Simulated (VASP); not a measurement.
Wanted: the native input for a VASP 6.6.1 run.

- Task: single point
- Functional: PBE
- Potentials or basis: VASP PAW PBE potentials, release 64 (Fe)
- Cutoff: 520 eV
- k mesh: 26 × 26 × 26
- Occupations: gaussian, width 0.1 eV
- Spin: collinear spin, ferromagnetic start
- Starting moments: [3.01] μB
- Dipole correction: no
- Further INCAR settings: ALGO = Normal; EDIFF = 1e-07; NBANDS = 14

The structure of Fe lies in POSCAR:

```
Fe
1.0
    0.0000000000      1.8177064339      1.8177064339
    1.8177064339      0.0000000000      1.8177064339
    1.8177064339      1.8177064339      0.0000000000
Fe
1
Direct
    0.0000000000      0.0000000000      0.0000000000
```

This isn't the form of Fe at room conditions, which is bcc.

These files were run (other wordings do the same):

INCAR

```
SYSTEM = Fe
ALGO     = Normal         ! electronic algorithm
EDIFF    = 1E-7           ! SCF threshold, eV
ENCUT    = 520            ! plane-wave cutoff, eV
GGA      = PE             ! functional
ISIF     = 2              ! what is computed and relaxed
ISMEAR   = 0              ! smearing method
ISPIN    = 2              ! spin polarisation
LASPH    = .True.         ! aspherical terms in the spheres
LCHARG   = .True.         ! write CHGCAR
LELF     = .True.         ! ELF
LMAXMIX  = 4              ! l up to which the mixer works
LORBIT   = 11             ! projections on sites
LREAL    = .False.        ! projectors in reciprocal space
LVHAR    = .True.       
LWAVE    = .False.        ! write WAVECAR
MAGMOM   = 3.01           ! initial moments
NBANDS   = 14             ! bands
NELM     = 150            ! most SCF steps
PREC     = Accurate       ! precision mode
SIGMA    = 0.1            ! smearing width, eV
```

KPOINTS

```
k-points
0
Gamma
  26 26 26
  0 0 0
```

Potentials or basis: VASP PAW PBE potentials, release 64 (Fe).

The run is started by

```console
$ cat potpaw_PBE.64/Fe/POTCAR > POTCAR
$ mpirun -np 1 vasp_std > vasp.out
```

It gave:

```
Pressure                                              : -0.2 GPa
Net moment                                            : 2.57 μB per cell
Site moments                                          : Fe +2.57 μB
Valence electrons inside the program's atomic spheres : Fe 7.16
```

Run time: 78 s on 1 thread of Intel(R) Xeon(R) 6975P-C (Granite Rapids) (shared host), peak memory 0.23 GiB.
